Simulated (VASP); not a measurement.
# Te (P6_3/mmc) in VASP: single point with r2SCAN

Aim: the single point of Te with r2SCAN.

Everything below comes from runs of VASP 6.6.1. Logs are shortened: lines on timing, memory, paths and dates and some standing lists are left out, and cuts for length are marked.

### Step 1. The cell of the first run

Symmetry: P6_3/mmc, No. 194, hexagonal system. Conventional cell: a = 4.207 Å, b = 4.207 Å, c = 8.344 Å, α = 90.00°, β = 90.00°, γ = 120.00°. Te (site symmetry -3m) has 8 Te at 3.20 to 4.17 Å within 4.2 Å. Within 4.2 Å of Te (site symmetry -6m2) lie 6 Te at 3.20 Å.

### Step 2. Single point, r2SCAN

The input, POSCAR:

```
Te
1.0
    4.2069085056      0.0000000000      0.0000000000
   -2.1034542528      3.6432896373      0.0000000000
    0.0000000000      0.0000000000      8.3439403511
Te
4
Direct
    1.0000000000      1.0000000000      0.0000000000
    1.0000000000      1.0000000000      0.5000000000
    0.3333333333      0.6666666667      0.2500000000
    0.6666666667      0.3333333333      0.7500000000
```

The input, INCAR.step1:

```
PREC     = Accurate       # precision mode
ENCUT    = 520            # plane-wave cutoff, eV
ISMEAR   = -1             # smearing method
SIGMA    = 0.1            # smearing width, eV
LREAL    = False          # projectors in reciprocal space
LASPH    = True           # aspherical terms in the spheres
NELM     = 100            # most SCF steps
NBANDS   = 20             # bands
GGA      = PE             # functional
ALGO     = Normal         # electronic algorithm
EDIFF    = 1E-4           # SCF threshold, eV
LWAVE    = True           # write WAVECAR
LCHARG   = False          # write CHGCAR
```

The input, INCAR.step2:

```
PREC     = Accurate       # precision mode
ENCUT    = 520            # plane-wave cutoff, eV
EDIFF    = 1E-6           # SCF threshold, eV
ISMEAR   = -1             # smearing method
SIGMA    = 0.1            # smearing width, eV
LREAL    = False          # projectors in reciprocal space
LASPH    = True           # aspherical terms in the spheres
NELM     = 100            # most SCF steps
ALGO     = Normal         # electronic algorithm
ISIF     = 2              # what is computed and relaxed
LWAVE    = False          # write WAVECAR
LCHARG   = False          # write CHGCAR
METAGGA  = R2SCAN         # meta-GGA
LMIXTAU  = True         
NBANDS   = 20             # bands
ISTART   = 1
```

The input, KPOINTS:

```
Automatic mesh
0
Gamma
  11 11 3
```

Potentials or basis: VASP PAW PBE potentials, release 64 (Te).

Launch:

```console
$ cat potpaw_PBE.64/Te/POTCAR > POTCAR
$ cp INCAR.step1 INCAR
$ mpirun -np 1 vasp_std > vasp.out
$ cp INCAR.step2 INCAR
$ mpirun -np 1 vasp_std > vasp.out
```

OUTCAR:

```text
PREC = Accurate
   ENCUT = 520
   EDIFF = 1E-6
   ISMEAR = -1
   LREAL = False
   LASPH = True
   NELM = 100
   ISIF = 2
   METAGGA = R2SCAN
   ISTART = 1

 ion  position               nearest neighbor table
   1  0.000  0.000  0.000-   3 3.20   4 3.20   4 3.20   3 3.20   4 3.20   3 3.20
   2  0.000  0.000  0.500-   3 3.20   4 3.20   4 3.20   3 3.20   4 3.20   3 3.20
   3  0.333  0.667  0.250-   1 3.20   2 3.20   1 3.20   2 3.20   1 3.20   2 3.20
   4  0.667  0.333  0.750-   1 3.20   2 3.20   1 3.20   2 3.20   1 3.20   2 3.20

  LATTYP: Found a hexagonal cell.
 ALAT       =     4.2069085056
 C/A-ratio  =     1.9833900214

  Lattice vectors:

 A1 = (   4.2069085056,   0.0000000000,   0.0000000000)
 A2 = (  -2.1034542528,   3.6432896373,   0.0000000000)
 A3 = (   0.0000000000,   0.0000000000,   8.3439403511)

Analysis of symmetry for initial positions (statically):
=====================================================================
 Subroutine PRICEL returns:
 Original cell was already a primitive cell.

 Routine SETGRP: Setting up the symmetry group for a
 hexagonal supercell.

 Subroutine GETGRP returns: Found 24 space group operations
 (whereof 12 operations were pure point group operations)
 out of a pool of 24 trial point group operations.

The static configuration has the point symmetry D_3d.
 The point group associated with its full space group is D_6h.

Analysis of symmetry for dynamics (positions and initial velocities):
=====================================================================
 Subroutine PRICEL returns:
 Original cell was already a primitive cell.

 Routine SETGRP: Setting up the symmetry group for a
 hexagonal supercell.

 Subroutine GETGRP returns: Found 24 space group operations
 (whereof 12 operations were pure point group operations)
 out of a pool of 24 trial point group operations.

The dynamic configuration has the point symmetry D_3d.
 The point group associated with its full space group is D_6h.

 Subroutine INISYM returns: Found 24 space group operations
 (whereof 12 operations are pure point group operations),
 and found     1 'primitive' translations

----------------------------------------------------------------------------------------

                                     Primitive cell

  volume of cell :     127.8875

  direct lattice vectors                    reciprocal lattice vectors
     4.206908506  0.000000000  0.000000000     0.237704243  0.137238608  0.000000000
    -2.103454253  3.643289637  0.000000000     0.000000000  0.274477217  0.000000000
     0.000000000  0.000000000  8.343940351     0.000000000  0.000000000  0.119847453

  length of vectors
     4.206908506  4.206908506  8.343940351     0.274477217  0.274477217  0.119847453

  position of ions in fractional coordinates (direct lattice)
     0.000000000  0.000000000  0.000000000
     0.000000000  0.000000000  0.500000000
     0.333333333  0.666666667  0.250000000
     0.666666667  0.333333333  0.750000000

  ion indices of the primitive-cell ions
   primitive index   ion index
                 1           1
                 2           2
                 3           3
                 4           4

----------------------------------------------------------------------------------------

 KPOINTS: Automatic mesh

Automatic generation of k-mesh.
 Grid dimensions read from file:
 generate k-points for:   11   11    3

 Generating k-lattice:

  Cartesian coordinates                     Fractional coordinates (reciprocal lattice)
     0.021609477  0.012476237  0.000000000     0.090909091  0.000000000  0.000000000
     0.000000000  0.024952474  0.000000000     0.000000000  0.090909091  0.000000000
     0.000000000  0.000000000  0.039949151     0.000000000  0.000000000  0.333333333

  Length of vectors
     0.024952474  0.024952474  0.039949151

  Shift w.r.t. Gamma in fractional coordinates (k-lattice)
     0.000000000  0.000000000  0.000000000

 Subroutine IBZKPT returns following result:
 ===========================================

 Found     32 irreducible k-points:

 Following reciprocal coordinates:
            Coordinates               Weight
  0.000000  0.000000  0.000000      1.000000
  0.090909  0.000000  0.000000      6.000000
  0.181818  0.000000  0.000000      6.000000
  0.272727  0.000000  0.000000      6.000000
  0.363636  0.000000  0.000000      6.000000
  0.454545  0.000000  0.000000      6.000000
[... 16 lines left out ...]
  0.090909  0.090909  0.333333     12.000000
  0.181818  0.090909  0.333333     24.000000
 [... further k-points ...]
   k-points           NKPTS =     32   k-points in BZ     NKDIM =     32   number of bands    NBANDS=     20
   number of dos      NEDOS =    301   number of ions     NIONS =      4
   total plane-waves  NPLWV =  65536
   dimension x,y,z NGX =    32 NGY =   32 NGZ =   64
   dimension x,y,z NGXF=    64 NGYF=   64 NGZF=  128
   ions per type =               4
   NGX,Y,Z   is equivalent  to a cutoff of  12.65, 12.65, 12.75 a.u.
   NGXF,Y,Z  is equivalent  to a cutoff of  25.29, 25.29, 25.50 a.u.
 SYSTEM =  unknown system
   PREC   = accura    normal or accurate (medium, high low for compatibility)
   ISTART =      1    job   : 0-new  1-cont  2-samecut
   ICHARG =      0    charge: 1-file 2-atom 10-const
   ISPIN  =      1    spin polarized calculation?
   LNONCOLLINEAR =      F non collinear calculations
   LSORBIT =      F    spin-orbit coupling
   LASPH  =      T    aspherical Exc in radial PAW
   ENCUT  =  520.0 eV  38.22 Ry    6.18 a.u.   7.82  7.82 15.51*2*pi/ulx,y,z
   NELM   =    100;   NELMIN=  2; NELMDL=  0     # of ELM steps
   EDIFF  = 0.1E-05   stopping-criterion for ELM
   LREAL  =      F    real-space projection
   EDIFFG = 0.1E-04   stopping-criterion for IOM
   NSW    =      0    number of steps for IOM
   IBRION =     -1    ionic relax: 0-MD 1-quasi-New 2-CG
   NFREE  =      0    steps in history (QN), initial steepest desc. (CG)
   ISIF   =      2    stress and relaxation
   ISYM   =      2    0-nonsym 1-usesym 2-fastsym
   POTIM  = 0.5000    time-step for ionic-motion
   TEBEG  =    0.0;   TEEND  =   0.0 temperature during run
   PSTRESS=    0.0 pullay stress
   NELECT =      24.0000    total number of electrons
   NUPDOWN=      -1.0000    fix difference up-down
   EMIN   =  10.00;   EMAX   =-10.00  energy-range for DOS
   EFERMI =   0.00;   METHOD = LEGACY
   ISMEAR =    -1;   SIGMA  =   0.10  broadening in eV -4-tet -1-fermi 0-gaus
   EFERMI_NEDOS =   21; number of points for ismear=-14 and -15
   IALGO  =     38    algorithm
   IMIX   =      4    mixing-type and parameters
     AMIX     =   0.40;   BMIX     =  1.00
     AMIX_MAG =   1.60;   BMIX_MAG =  1.00
  volume/ion in A,a.u.               =      31.97       215.76
  Fermi-wavevector in a.u.,A,eV,Ry     =   0.937280  1.771202 11.952629  0.878493
  Thomas-Fermi vector in A             =   2.064375
   LORBIT       =      0    0 simple, 1 ext, 2 COOP (PROOUT), +10 PAW based schemes
   METAGGA = R2SCAN    functional components
   LHFCALC =     F    Hartree Fock is set to
   AEXX    =    0.0000 exact exchange contribution
   IVDW    =     0    specifies the selected vdW correction
   LEPSILON=     F    determine dielectric tensor
   LRPA    =     F    only Hartree local field effects (RPA)
 non-spin polarized calculation
  energy-cutoff  :      520.00
  volume of cell :      127.89
 maximum number of plane-waves:      3466
 NGX is ok and might be reduce to    32
   NGX = 15   NGY = 15   NGZ = 31

 number of electron      23.9999999 magnetization

 Free energy of the ion-electron system (eV)
  ---------------------------------------------------
  ext. energy  EPLUGINS =         0.00000000
  ---------------------------------------------------
  free energy    TOTEN  =      -100.94125881 eV

  energy without entropy =     -100.83382535  energy(sigma->0) =     -100.88754208

 E-fermi :   6.5398     XC(G=0):  -9.8628

 val. band max:        6.4827570129   @ k =   0.0909   0.0909   0.3333
 cond. band min:       6.5941526260   @ k =   0.1818   0.0909   0.0000
 fundamental gap:      0.1113956131
 Fermi energy:         6.5397659635

 k-point     1 :       0.0000    0.0000    0.0000
  band No.  band energies     occupation
      1      -7.7357      2.00000
      2      -5.8294      2.00000
      3      -5.7281      2.00000
      4      -2.0970      2.00000
      5       2.2210      2.00000
      6       3.9958      2.00000
[... 12 lines left out ...]
     19      12.4013      0.00000
     20      12.7860      0.00000

 k-point     2 :       0.0909    0.0000    0.0000
  band No.  band energies     occupation
      1      -7.6584      2.00000
      2      -5.7754      2.00000
      3      -5.6711      2.00000
      4      -2.2282      2.00000
      5       2.2962      2.00000
      6       3.7295      2.00000
[... 12 lines left out ...]
     19      12.6427      0.00000
     20      13.0185      0.00000

 k-point     3 :       0.1818    0.0000    0.0000
  band No.  band energies     occupation
      1      -7.4296      2.00000
      2      -5.6247      2.00000
      3      -5.5093      2.00000
      4      -2.6052      2.00000
      5       2.4854      2.00000
      6       2.7456      2.00000
[... 12 lines left out ...]
     19      13.2328      0.00000
     20      13.3106      0.00000

 k-point     4 :       0.2727    0.0000    0.0000
  band No.  band energies     occupation
      1      -7.0616      2.00000
      2      -5.4179      2.00000
      3      -5.2735      2.00000
      4      -3.1636      2.00000
      5       1.7353      2.00000
      6       2.1571      2.00000
[... 429 lines left out ...]
 k-point    23 :       0.0909    0.0909    0.3333
  band No.  band energies     occupation
      1      -7.2867      2.00000
      2      -6.6434      2.00000
      3      -4.3245      2.00000
      4      -3.0652      2.00000
      5       2.3355      2.00000
      6       2.6565      2.00000
[... 12 lines left out ...]
     19      12.5884      0.00000
     20      12.9270      0.00000

 k-point    24 :       0.1818    0.0909    0.3333
  band No.  band energies     occupation
      1      -6.9960      2.00000
      2      -6.3829      2.00000
      3      -4.2896      2.00000
      4      -3.3232      2.00000
      5       1.8240      2.00000
      6       2.0726      2.00000
[... 12 lines left out ...]
     19      12.2227      0.00000
     20      13.2761      0.00000

 [... further k-points ...]

------------------------ aborting loop because EDIFF is reached ----------------------------------------

  FORCE on cell =-STRESS in cart. coord.  units (eV):
  Direction    XX          YY          ZZ          XY          YZ          ZX
  --------------------------------------------------------------------------------------
  -------------------------------------------------------------------------------------
  Total       -0.0067683     -0.0067683     -0.0437672      0.0000000      0.0000000      0.0000000
  in kB       -0.0847933     -0.0847933     -0.5483168      0.0000000      0.0000000      0.0000000
  external PRESSURE =      -0.2393011 kB  Pullay stress =       0.0000000 kB

 VOLUME and BASIS-vectors are now :
 -----------------------------------------------------------------------------
  energy-cutoff  :      520.00
  volume of cell :      127.89
      direct lattice vectors                 reciprocal lattice vectors
     4.206908506  0.000000000  0.000000000     0.237704243  0.137238608  0.000000000
    -2.103454253  3.643289637  0.000000000     0.000000000  0.274477217  0.000000000
     0.000000000  0.000000000  8.343940351     0.000000000  0.000000000  0.119847453

 POSITION                                       TOTAL-FORCE (eV/Angst)
 -----------------------------------------------------------------------------------
      0.00000      0.00000      0.00000        -0.000000      0.000000     -0.000000
      0.00000      0.00000      4.17197        -0.000000      0.000000     -0.000000
     -0.00000      2.42886      2.08599         0.000000      0.000000      0.000000
      2.10345      1.21443      6.25796        -0.000000     -0.000000      0.000000
 -----------------------------------------------------------------------------------
    total drift:                                0.000000     -0.000000      0.000000

  FREE ENERGIE OF THE ION-ELECTRON SYSTEM (eV)
  ---------------------------------------------------
  free  energy   TOTEN  =      -100.9412588093 eV

  energy  without entropy=     -100.8338253451  energy(sigma->0) =     -100.88754208
```

It took 4.7 min on 1 thread of AMD EPYC 7R13 (Zen 3), shared host; peak memory 0.26 GiB.

What came out:

* Free energy: -100.9413 eV
* Pressure: 0.0 GPa
* Band gap on the k mesh: zero (band 12 reaches 7.05 eV, above the bottom of band 13 at 5.05 eV)

Levels at points of the mesh, in eV from the Fermi level:
```
           k point  band 9  band 10  band 11  band 12  band 13  band 14  band 15  band 16
(0.00, 0.00, 0.00)   -1.31    -1.06    -0.91    -0.91    -0.59     0.87     0.87     2.60
```

Caveat: the PAW data sets were made with another functional, which shifts forces and pressure a little; spin-orbit coupling is left out, which moves the levels of the heavy elements.
